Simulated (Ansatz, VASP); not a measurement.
Te2Mo in VASP and in Ansatz

INCAR

```
SYSTEM = Te2Mo
ALGO = Normal
EDIFF = 1E-6
ENCUT = 520
GGA = PE
ISIF = 2
ISMEAR = 0
LASPH = .TRUE.
LCHARG = .TRUE.
LELF = .TRUE.
LREAL = .FALSE.
LVHAR = .TRUE.
LWAVE = .FALSE.
NBANDS = 64
NELM = 100
PREC = Accurate
SIGMA = 0.05
```

The input KPOINTS:

```
k-points
0
G
  4 8 2
  0 0 0
```

The input POSCAR:

```
Te2Mo
1.0
    6.3464495577      0.0000000000      0.0000000000
    0.0000000000      3.4942155400      0.0000000000
   -0.5490254083      0.0000000000     14.8561586148
Te Mo
8 4
Direct
    0.4193469800      0.0000000000      0.9011539900
    0.5810927600      0.5000000000      0.0985498300
    0.9094538900      0.5000000000      0.8617520200
    0.0910474500      0.0000000000      0.1379227500
    0.4325395100      0.5000000000      0.6382740100
    0.5672046900      0.0000000000      0.3620628100
    0.9362609700      0.0000000000      0.5989235800
    0.0630865700      0.5000000000      0.4013918100
    0.8190039500      0.0000000000      0.9930897200
    0.1814915000      0.5000000000      0.0065316300
    0.6797845000      0.5000000000      0.4935200200
    0.3196862200      0.0000000000      0.5068268200
```

Input for Ansatz:

```yaml
crystal:
  lattice:
    - [6.3464495577, 0.0, 0.0]
    - [0.0, 3.49421554, 0.0]
    - [-0.5490254083, 0.0, 14.8561586148]
  atoms:
    - { symbol: Te, position: [0.41934698, 0.0, 0.90115399] }
    - { symbol: Te, position: [0.58109276, 0.5, 0.09854983] }
    - { symbol: Te, position: [0.90945389, 0.5, 0.86175202] }
    - { symbol: Te, position: [0.09104745, 0.0, 0.13792275] }
    - { symbol: Te, position: [0.43253951, 0.5, 0.63827401] }
    - { symbol: Te, position: [0.56720469, 0.0, 0.36206281] }
    - { symbol: Te, position: [0.93626097, 0.0, 0.59892358] }
    - { symbol: Te, position: [0.06308657, 0.5, 0.40139181] }
    - { symbol: Mo, position: [0.81900395, 0.0, 0.99308972] }
    - { symbol: Mo, position: [0.1814915, 0.5, 0.00653163] }
    - { symbol: Mo, position: [0.6797845, 0.5, 0.49352002] }
    - { symbol: Mo, position: [0.31968622, 0.0, 0.50682682] }
basis:
  ecutwfc: 500
  fft_grid_basis: typed
kpoints:
  mp_grid: { grid: [4, 8, 2] }
hamiltonian:
  xc: pbe
  pseudopotentials: { kind: paw }
scf:
  occupations: { method: gaussian, width: 0.05 }
output:
  forces: true
  stress: true
  eigenvalues: true
  bader: true
  write_density: true
  volumetric_format: npy
  elf: true
```

Alike in both runs: task single point; functional PBE; k mesh 4 × 8 × 2; occupations gaussian, width 0.05 eV; no spin polarisation.

|  | VASP | Ansatz |
| --- | --- | --- |
| version | VASP 6.6.1 | Ansatz 0.2.0 |
| potentials or method | VASP PAW PBE potentials, release 64 (Te, Mo_sv), cutoff 520 eV | scalar-relativistic, plane waves, PAW |
| valence electrons in the cell | 104 | 184 |

|  | VASP | Ansatz | Ansatz less VASP |
| --- | --- | --- | --- |
| gap on the k mesh at the Fermi level (eV) | none | none | - |
| pressure (GPa) | 0.7 | 0.7 | 0.00 |
| traceless stress, the component that is largest in VASP (GPa) | -0.64 | -0.62 | +0.023 |
| rms of the force components (eV/Å) | 0.080 | 0.076 | -0.0038 |

Atom by atom the forces differ by 0.006 eV/Å (rms over components). A gap of «none» marks a metal or a gap that the smearing closes. With one functional, cell and mesh, what is left measures potentials, basis and numerics. VASP's potentials hold 104 valence electrons a cell and Ansatz's 184, so a difference there can come from the potentials and not from the codes.

Spin-orbit coupling is off throughout.
